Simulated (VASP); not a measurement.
Runs of VASP 6.6.1 on NaH. The structure is that of space group P6/mmm (No. 191), or close to it. The cells are those of the table. The cell was built from a structure type or drawn by symmetry, and may not be a known phase.

```tsv
task	cell	k mesh	cutoff (eV)	smearing	gap on the mesh (eV)	pressure (GPa)	relaxed volume (Å³/atom)
relaxation of cell and atoms	relaxed from a = 5.669, b = 5.669, c = 4.017 Å, angles 90.0, 90.0, 120.0°, 2 atoms	6 × 6 × 6	600	gaussian 0.02 eV	3.37	0.0	-
relaxation of cell and atoms	relaxed from a = 2.715, b = 2.715, c = 4.635 Å, angles 90.0, 90.0, 120.0°, 2 atoms	9 × 9 × 4	600	gaussian 0.1 eV	2.23	0.0	29.41
single point	a = 2.715, b = 2.715, c = 4.635 Å, angles 90.0, 90.0, 120.0°, 2 atoms	9 × 9 × 4	520	gaussian 0.1 eV	none	5.1	-
relaxation of cell and atoms	relaxed from a = 4.717, b = 4.717, c = 3.988 Å, angles 90.0, 90.0, 120.0°, 2 atoms	6 × 6 × 6	600	gaussian 0.02 eV	3.33	0.0	(b)
single point	a = 5.669, b = 5.669, c = 4.017 Å, angles 90.0, 90.0, 120.0°, 2 atoms	6 × 6 × 6	520	gaussian 0.02 eV	3.37	0.0	-
single point	a = 4.717, b = 4.717, c = 3.988 Å, angles 90.0, 90.0, 120.0°, 2 atoms	9 × 9 × 4	520	gaussian 0.1 eV	2.93	(a)	-
```

Alike in all rows: level PBE; potentials or basis VASP PAW PBE potentials, release 64 (Na_pv, H); no spin polarisation.

Task: Estimate the missing entries.

Result: (a) 0.2; (b) 50.42.

Caveats: the volume moved by over 15 % at a fixed basis, so the end points are rough (at least some runs); an odd mesh through Γ misses points on the zone boundary, where band edges can lie (at least some runs); the relaxation stopped at its first step, so nothing moved (at least some runs); the cell stands under pressure (at least some runs).

A gap of «none» marks levels without a gap at the run's occupations.
